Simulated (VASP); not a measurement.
Runs of VASP 6.6.1 on MoS2. The structure is that of space group R3m (No. 160), or close to it. The cells are those of the table. 

```csv
cell,gap on the mesh (eV),pressure (GPa),largest force (eV/Å)
"a = 6.566 Å, angles 27.9°, 3 atoms",1.12,3.9,0.36
"a = 6.449 Å, angles 28.4°, 3 atoms",0.89,(b),0.96
"a = 6.515 Å, angles 28.7°, 3 atoms",0.76,0.0,0.26
"a = 6.432 Å, angles 28.7°, 3 atoms",0.76,(a),0.91
"a = 6.368 Å, angles 28.7°, 3 atoms",0.76,10.9,1.46
```

Alike in all rows: task electric field gradients; level PBE; potentials or basis VASP PAW PBE potentials, release 64 (Mo_sv, S); no spin polarisation; k mesh 13 × 13 × 13; cutoff (eV) 520; smearing fermi-dirac 0.05 eV.

Q: Fill in the values left out.

A: (a) 5.8; (b) 7.3.

Caveats: the cell stands under pressure (at least some runs); the stress differs along the axes, from 6 to 11 GPa (at least some runs); the stress differs along the axes, from -2 to 4 GPa (at least some runs); the stress differs along the axes, from 4 to 10 GPa (at least some runs); the stress differs along the axes, from 9 to 16 GPa (at least some runs); forces of over 1 eV/Å act on the atoms, so gaps and moduli don't describe the material at rest (at least some runs).

A k mesh can miss the band edges, and the runs leave out spin-orbit coupling on Mo.
